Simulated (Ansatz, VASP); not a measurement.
Two plane-wave programs on CaSe

Contents of INCAR:

```
SYSTEM = CaSe
PREC     = Accurate       ! precision mode
ENCUT    = 520            ! plane-wave cutoff, eV
EDIFF    = 1E-8           ! SCF threshold, eV
ISMEAR   = -1             ! smearing method
SIGMA    = 0.02           ! smearing width, eV
LREAL    = .False.        ! projectors in reciprocal space
LASPH    = .True.         ! aspherical terms in the spheres
NELM     = 80             ! most SCF steps
ALGO     = Normal         ! electronic algorithm
ISIF     = 2              ! what is computed and relaxed
LWAVE    = .False.        ! write WAVECAR
LCHARG   = .False.        ! write CHGCAR
GGA      = PE             ! functional
LEFG     = .True.       
NBANDS   = 15             ! bands
```

KPOINTS

```
regular mesh
0
Gamma
  7 7 7
  0 0 0
```

The input POSCAR:

```
CaSe
1.0
    0.0000000000      3.0044676307      3.0044676307
    3.0044676307      0.0000000000      3.0044676307
    3.0044676307      3.0044676307      0.0000000000
Ca Se
1 1
Direct
    0.0000000000      0.0000000000      0.0000000000
    0.5000000000      0.5000000000      0.5000000000
```

Input for Ansatz:

```yaml
crystal:
  lattice:
    - [0.0, 3.0044676307, 3.0044676307]
    - [3.0044676307, 0.0, 3.0044676307]
    - [3.0044676307, 3.0044676307, 0.0]
  atoms:
    - { symbol: Ca, position: [0.0, 0.0, 0.0] }
    - { symbol: Se, position: [0.5, 0.5, 0.5] }
kpoints:
  mp_grid: { grid: [7, 7, 7] }
scf:
  occupations: { method: fermi_dirac, width: 0.02 }
hamiltonian:
  xc: pbe
  pseudopotentials: { kind: paw }
output:
  forces: true
  stress: true
  eigenvalues: true
  efg: { contact_densities: true }
  write_density: true
  write_potential: true
  elf: true
  volumetric_format: npy
```

Change from the starting cell: volume scaled by 1.05, PAW files.

Alike in both runs: task electric field gradients; functional PBE; k mesh 7 × 7 × 7; occupations fermi-dirac, width 0.02 eV; no spin polarisation.

```csv
,VASP,Ansatz
version,VASP 6.6.1,Ansatz 0.2.0
potentials or method,"VASP PAW PBE potentials, release 64 (Ca_sv, Se)","PAW with Ansatz's default frozen-core files, scalar-relativistic"
plane-wave cutoff (eV),520,420
valence electrons in the cell,16,26
```

|  | VASP | Ansatz | Ansatz less VASP |
| --- | --- | --- | --- |
| gap on the k mesh at the Fermi level (eV) | 2.19 | 2.20 | +0.008 |
| pressure (GPa) | -1.0 | -1.2 | -0.15 |

VASP's potentials hold 16 valence electrons a cell and Ansatz's 26, so a difference there can come from the potentials and not from the codes.
